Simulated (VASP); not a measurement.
# Al12H in VASP: notebook

The runs below take Al12H through single point, with LDA.

Program: VASP 6.6.1. These are calculated values, not measurements. Logs are shortened: lines on timing, memory, paths and dates and some standing lists are left out, and cuts for length are marked.

**1. The cell of the first run**

The cell holds a slab with vacuum, 13 atoms: a = 5.634 Å, b = 5.634 Å, c = 20.032 Å, α = 90.00°, β = 90.00°, γ = 120.00°.

**2. Single point, LDA**

INCAR

```
ALGO = Normal
DIPOL = 0.5 0.5 0.328
EDIFF = 1E-6
ENCUT = 520
GGA = CA
IDIPOL = 3
ISIF = 2
ISMEAR = 0
LASPH = True
LCHARG = False
LDIPOL = True
LREAL = False
LWAVE = False
NBANDS = 30
NELM = 80
PREC = Accurate
SIGMA = 0.1
```

KPOINTS

```
k-points
0
Gamma
  6 6 1
```

POSCAR

```
Al12H
1.0
    5.6336864728      0.0000000000      0.0000000000
   -2.8168432364      4.8789156024      0.0000000000
    0.0000000000      0.0000000000     20.0321727773
Al H
12 1
Direct
    0.3333333333      0.1666666667      0.1996787889
    0.3333333333      0.6666666667      0.1996787889
    0.8333333333      0.1666666667      0.1996787889
    0.8333333333      0.6666666667      0.1996787889
    0.1666666667      0.3333333333      0.3128097090
    0.1666666667      0.8333333333      0.3128097090
    0.6666666667      0.3333333333      0.3128097090
    0.6666666667      0.8333333333      0.3128097090
    0.0000000000      0.0000000000      0.4259234818
    0.0000000000      0.5000000000      0.4259234818
    0.5000000000      0.0000000000      0.4259234818
    0.5000000000      0.5000000000      0.4259234818
    0.0000000000      0.0000000000      0.5070518486
```

Potentials or basis: VASP PAW LDA potentials, release 64 (Al, H).

Launch:

```console
$ cat potpaw_LDA.64/Al/POTCAR potpaw_LDA.64/H/POTCAR > POTCAR
$ mpirun -np 1 vasp_std > vasp.out
```

OUTCAR:

```text
EDIFF = 1E-6
   ENCUT = 520
   GGA = CA
   ISIF = 2
   ISMEAR = 0
   LASPH = True
   LREAL = False
   NELM = 80
   PREC = Accurate

 ion  position               nearest neighbor table
   1  0.333  0.167  0.200-   5 2.79   6 2.79   7 2.79   4 2.82   2 2.82   2 2.82   4 2.82   3 2.82
                             3 2.82
   2  0.333  0.667  0.200-   6 2.79   5 2.79   8 2.79   3 2.82   1 2.82   1 2.82   3 2.82   4 2.82
                             4 2.82
   3  0.833  0.167  0.200-   7 2.79   8 2.79   5 2.79   4 2.82   2 2.82   4 2.82   2 2.82   1 2.82
                             1 2.82
   4  0.833  0.667  0.200-   8 2.79   7 2.79   6 2.79   3 2.82   1 2.82   3 2.82   1 2.82   2 2.82
                             2 2.82
   5  0.167  0.333  0.313-   9 2.79  12 2.79  10 2.79   1 2.79   2 2.79   3 2.79   8 2.82   6 2.82
                             6 2.82   8 2.82   7 2.82   7 2.82
   6  0.167  0.833  0.313-  10 2.79  11 2.79   9 2.79   2 2.79   1 2.79   4 2.79   7 2.82   5 2.82
                             5 2.82   7 2.82   8 2.82   8 2.82
   7  0.667  0.333  0.313-  11 2.79  10 2.79  12 2.79   3 2.79   4 2.79   1 2.79   8 2.82   6 2.82
                             8 2.82   6 2.82   5 2.82   5 2.82
   8  0.667  0.833  0.313-  12 2.79   9 2.79  11 2.79   4 2.79   3 2.79   2 2.79   7 2.82   5 2.82
                             7 2.82   5 2.82   6 2.82   6 2.82
   9  0.000  0.000  0.426-  13 1.63   5 2.79   8 2.79   6 2.79  12 2.82  10 2.82  10 2.82  12 2.82
                            11 2.82  11 2.82
  10  0.000  0.500  0.426-   6 2.79   7 2.79   5 2.79   9 2.82  11 2.82   9 2.82  11 2.82  12 2.82
                            12 2.82
  11  0.500  0.000  0.426-   7 2.79   6 2.79   8 2.79  10 2.82  12 2.82  12 2.82  10 2.82   9 2.82
                             9 2.82
  12  0.500  0.500  0.426-   8 2.79   5 2.79   7 2.79   9 2.82  11 2.82  11 2.82   9 2.82  10 2.82
                            10 2.82
  13  0.000  0.000  0.507-   9 1.63

  LATTYP: Found a hexagonal cell.
 ALAT       =     5.6336864728
 C/A-ratio  =     3.5557840987

  Lattice vectors:

 A1 = (   5.6336864728,   0.0000000000,   0.0000000000)
 A2 = (  -2.8168432364,   4.8789156024,   0.0000000000)
 A3 = (   0.0000000000,   0.0000000000,  20.0321727773)

Analysis of symmetry for initial positions (statically):
=====================================================================
 Subroutine PRICEL returns:
 Original cell was already a primitive cell.

 Routine SETGRP: Setting up the symmetry group for a
 hexagonal supercell.

 Subroutine GETGRP returns: Found  6 space group operations
 (whereof  6 operations were pure point group operations)
 out of a pool of 24 trial point group operations.

The static configuration has the point symmetry C_3v.

Analysis of symmetry for dynamics (positions and initial velocities):
=====================================================================
 Subroutine PRICEL returns:
 Original cell was already a primitive cell.

 Routine SETGRP: Setting up the symmetry group for a
 hexagonal supercell.

 Subroutine GETGRP returns: Found  6 space group operations
 (whereof  6 operations were pure point group operations)
 out of a pool of 24 trial point group operations.

The dynamic configuration has the point symmetry C_3v.

 Subroutine INISYM returns: Found  6 space group operations
 (whereof  6 operations are pure point group operations),
 and found     1 'primitive' translations

----------------------------------------------------------------------------------------

                                     Primitive cell

  volume of cell :     550.6099

  direct lattice vectors                    reciprocal lattice vectors
     5.633686473  0.000000000  0.000000000     0.177503666  0.102481789  0.000000000
    -2.816843236  4.878915602  0.000000000     0.000000000  0.204963578  0.000000000
     0.000000000  0.000000000 20.032172777     0.000000000  0.000000000  0.049919697

  length of vectors
     5.633686473  5.633686473 20.032172777     0.204963578  0.204963578  0.049919697

  position of ions in fractional coordinates (direct lattice)
     0.333333333  0.166666667  0.199678789
     0.333333333  0.666666667  0.199678789
     0.833333333  0.166666667  0.199678789
     0.833333333  0.666666667  0.199678789
     0.166666667  0.333333333  0.312809709
     0.166666667  0.833333333  0.312809709
     0.666666667  0.333333333  0.312809709
     0.666666667  0.833333333  0.312809709
     0.000000000  0.000000000  0.425923482
     0.000000000  0.500000000  0.425923482
[... 43 lines left out ...]

 Found      7 irreducible k-points:

 Following reciprocal coordinates:
            Coordinates               Weight
  0.000000  0.000000  0.000000      1.000000
  0.166667  0.000000  0.000000      6.000000
  0.333333  0.000000  0.000000      6.000000
  0.500000  0.000000  0.000000      3.000000
  0.166667  0.166667  0.000000      6.000000
  0.333333  0.166667  0.000000     12.000000
  0.333333  0.333333  0.000000      2.000000
   k-points           NKPTS =      7   k-points in BZ     NKDIM =      7   number of bands    NBANDS=     30
   number of dos      NEDOS =    301   number of ions     NIONS =     13
   total plane-waves  NPLWV = 264600
   dimension x,y,z NGX =    42 NGY =   42 NGZ =  150
   dimension x,y,z NGXF=    84 NGYF=   84 NGZF=  300
   ions per type =              12   1
   NGX,Y,Z   is equivalent  to a cutoff of  12.39, 12.39, 12.45 a.u.
   NGXF,Y,Z  is equivalent  to a cutoff of  24.79, 24.79, 24.90 a.u.
 SYSTEM =  unknown system
   PREC   = accura    normal or accurate (medium, high low for compatibility)
   ISTART =      0    job   : 0-new  1-cont  2-samecut
   ICHARG =      2    charge: 1-file 2-atom 10-const
   ISPIN  =      1    spin polarized calculation?
   LNONCOLLINEAR =      F non collinear calculations
   LSORBIT =      F    spin-orbit coupling
   LASPH  =      T    aspherical Exc in radial PAW
   ENCUT  =  520.0 eV  38.22 Ry    6.18 a.u.  10.47 10.47 37.25*2*pi/ulx,y,z
   NELM   =     80;   NELMIN=  2; NELMDL= -5     # of ELM steps
   EDIFF  = 0.1E-05   stopping-criterion for ELM
   LREAL  =      F    real-space projection
   EDIFFG = 0.1E-04   stopping-criterion for IOM
   NSW    =      0    number of steps for IOM
   IBRION =     -1    ionic relax: 0-MD 1-quasi-New 2-CG
   NFREE  =      0    steps in history (QN), initial steepest desc. (CG)
   ISIF   =      2    stress and relaxation
   ISYM   =      2    0-nonsym 1-usesym 2-fastsym
   POTIM  = 0.5000    time-step for ionic-motion
   TEBEG  =    0.0;   TEEND  =   0.0 temperature during run
   PSTRESS=    0.0 pullay stress
   NELECT =      37.0000    total number of electrons
   NUPDOWN=      -1.0000    fix difference up-down
   EMIN   =  10.00;   EMAX   =-10.00  energy-range for DOS
   EFERMI =   0.00;   METHOD = LEGACY
   ISMEAR =     0;   SIGMA  =   0.10  broadening in eV -4-tet -1-fermi 0-gaus
   EFERMI_NEDOS =   21; number of points for ismear=-14 and -15
   IALGO  =     38    algorithm
   IMIX   =      4    mixing-type and parameters
     AMIX     =   0.40;   BMIX     =  1.00
     AMIX_MAG =   1.60;   BMIX_MAG =  1.00
  volume/ion in A,a.u.               =      42.35       285.82
  Fermi-wavevector in a.u.,A,eV,Ry     =   0.665570  1.257746  6.027164  0.442984
  Thomas-Fermi vector in A             =   1.739606
   LORBIT       =      0    0 simple, 1 ext, 2 COOP (PROOUT), +10 PAW based schemes
   GGA     = CA    functional components
   LHFCALC =     F    Hartree Fock is set to
   AEXX    =    0.0000 exact exchange contribution
   IVDW    =     0    specifies the selected vdW correction
   LEPSILON=     F    determine dielectric tensor
   LRPA    =     F    only Hartree local field effects (RPA)
 non-spin polarized calculation
 Gauss-broadening in eV      SIGMA  =   0.10
  energy-cutoff  :      520.00
  volume of cell :      550.61
 maximum number of plane-waves:     14919
 NGX is ok and might be reduce to    42
   NGX = 21   NGY = 21   NGZ = 75

 dipolmoment           0.000000      0.000000     -0.168179 electrons x Angstroem

 number of electron      37.0000000 magnetization

 dipolmoment           0.000000      0.000000      0.076675 electrons x Angstroem

 Free energy of the ion-electron system (eV)
  ---------------------------------------------------
  ext. energy  EPLUGINS =         0.00000000
  ---------------------------------------------------
  free energy    TOTEN  =       -50.05825311 eV

  energy without entropy =      -50.04028628  energy(sigma->0) =      -50.04926969

 E-fermi :   0.0696     XC(G=0):  -4.6034

 val. band max:        0.0419814453   @ k =   0.5000   0.0000   0.0000
 cond. band min:       0.1537991349   @ k =   0.1667   0.1667   0.0000
 fundamental gap:      0.1118176897
 Fermi energy:         0.0696251821

 k-point     1 :       0.0000    0.0000    0.0000
  band No.  band energies     occupation
      1     -10.8117      2.00000
      2      -9.0673      2.00000
      3      -6.4008      2.00000
      4      -4.8860      2.00000
      5      -4.7958      2.00000
      6      -4.7958      2.00000
[... 220 lines left out ...]
     29       3.4397      0.00000
     30       3.4643      0.00000

------------------------ aborting loop because EDIFF is reached ----------------------------------------

 vacuum level on the upper side and lower side of the slab       (xc-potential included)         0.215        -0.264

  FORCE on cell =-STRESS in cart. coord.  units (eV):
  Direction    XX          YY          ZZ          XY          YZ          ZX
  --------------------------------------------------------------------------------------
  -------------------------------------------------------------------------------------
  Total       -2.2253009     -2.2253009      1.1288783      0.0000000      0.0000000      0.0000000
  in kB       -6.4752312     -6.4752312      3.2848359      0.0000000      0.0000000      0.0000000
  external PRESSURE =      -3.2218755 kB  Pullay stress =       0.0000000 kB

 VOLUME and BASIS-vectors are now :
 -----------------------------------------------------------------------------
  energy-cutoff  :      520.00
  volume of cell :      550.61
      direct lattice vectors                 reciprocal lattice vectors
     5.633686473  0.000000000  0.000000000     0.177503666  0.102481789  0.000000000
    -2.816843236  4.878915602  0.000000000     0.000000000  0.204963578  0.000000000
     0.000000000  0.000000000 20.032172777     0.000000000  0.000000000  0.049919697

 POSITION                                       TOTAL-FORCE (eV/Angst)
 -----------------------------------------------------------------------------------
      1.40842      0.81315      4.00000         0.054127      0.031250     -0.099146
     -0.00000      3.25261      4.00000         0.000000     -0.000000     -0.053469
      4.22526      0.81315      4.00000        -0.054127      0.031250     -0.099146
      2.81684      3.25261      4.00000         0.000000     -0.062501     -0.099146
      0.00000      1.62631      6.26626        -0.000000      0.198651      0.099517
     -1.40842      4.06576      6.26626         0.172037     -0.099326      0.099517
      2.81684      1.62631      6.26626         0.000000     -0.000000     -0.090588
      1.40842      4.06576      6.26626        -0.172037     -0.099326      0.099517
      0.00000      0.00000      8.53217         0.000000     -0.000000      0.533965
     -1.40842      2.43946      8.53217        -0.063049     -0.036401     -0.136076
      2.81684      0.00000      8.53217        -0.000000      0.072803     -0.136076
      1.40842      2.43946      8.53217         0.063049     -0.036401     -0.136076
      0.00000      0.00000     10.15735         0.000000     -0.000000      0.017208
 -----------------------------------------------------------------------------------
    total drift:                                0.000000     -0.000000      0.000333

  FREE ENERGIE OF THE ION-ELECTRON SYSTEM (eV)
  ---------------------------------------------------
  free  energy   TOTEN  =       -50.0582531129 eV

  energy  without entropy=      -50.0402862761  energy(sigma->0) =      -50.04926969

 vacuum level on the upper side and lower side of the slab         4.660         4.150
```

Run time: 6.9 min. Hardware: 1 thread of Intel Xeon 8259CL, shared host; peak memory 0.46 GiB.

Results:

```yaml
Free_energy: -50.0583 eV
Largest_force: 0.534 eV/Å
Band_gap_on_the_k_mesh: zero (an odd number of electrons rules out a gap without spin polarisation)
```

Forces in eV/Å, atoms in the order of the input:
```
Al   0.054  0.031 -0.099
Al   0.000  0.000 -0.053
Al  -0.054  0.031 -0.099
Al   0.000 -0.063 -0.099
Al   0.000  0.199  0.100
Al   0.172 -0.099  0.100
Al   0.000  0.000 -0.091
Al  -0.172 -0.099  0.100
Al   0.000  0.000  0.534
Al  -0.063 -0.036 -0.136
Al   0.000  0.073 -0.136
Al   0.063 -0.036 -0.136
H    0.000  0.000  0.017
```

**3. Single point, LDA**

INCAR

```
SYSTEM = Al12H
ALGO = Normal
DIPOL = 0.5 0.5 0.319
EDIFF = 1E-6
ENCUT = 520
GGA = CA
IDIPOL = 3
ISIF = 2
ISMEAR = 0
LASPH = .TRUE.
LCHARG = .FALSE.
LDIPOL = .TRUE.
LREAL = .FALSE.
LWAVE = .FALSE.
NBANDS = 30
NELM = 60
PREC = Accurate
SIGMA = 0.1
```

KPOINTS

```
k-points
0
G
  6 6 1
  0 0 0
```

Changes to POSCAR since step 2:

```diff
@@ -20,2 +20,2 @@
     0.5000000000      0.5000000000      0.4259234818
-    0.0000000000      0.0000000000      0.5070518486
+    0.1666666667      0.3333333333      0.3968068249
```

Potentials or basis: VASP PAW LDA potentials, release 64 (Al, H).

Launch:

```console
$ cat potpaw_LDA.64/Al/POTCAR potpaw_LDA.64/H/POTCAR > POTCAR
$ mpirun -np 1 vasp_std > vasp.out
```

Run time: 6.9 min. Hardware: 1 thread of Intel Xeon 8259CL, shared host; peak memory 0.45 GiB.

It converged, with:

```
Free energy            : -49.4828 eV
Largest force          : 1.351 eV/Å
Band gap on the k mesh : zero (an odd number of electrons rules out a gap without spin polarisation)
```

Forces in eV/Å, atoms in the order of the input:
```
Al   0.003 -0.002 -0.064
Al   0.000  0.003 -0.064
Al  -0.003 -0.002 -0.064
Al   0.000  0.000 -0.078
Al   0.000  0.000 -1.351
Al  -0.018 -0.011  0.022
Al   0.000  0.021  0.022
Al   0.018 -0.011  0.022
Al   0.000 -1.009  0.502
Al  -0.874  0.504  0.502
Al   0.000  0.000  0.050
Al   0.874  0.504  0.502
H    0.000  0.000  0.001
```

Levels at points of the mesh, in eV from the Fermi level:
```tsv
k point	band 14	band 15	band 16	band 17	band 18	band 19	band 20	band 21	band 22	band 23
(0.00, 0.00, 0.00)	-3.01	-3.01	-2.85	-0.58	-0.47	-0.47	-0.40	-0.17	-0.17	0.24
(0.50, 0.00, 0.00)	-1.77	-1.09	-0.72	-0.63	-0.40	0.32	0.78	1.16	1.21	1.42
```

(Part 1 of 2 ends here.)

The gap in the log of VASP goes by the Fermi energy; the results here count the filled bands.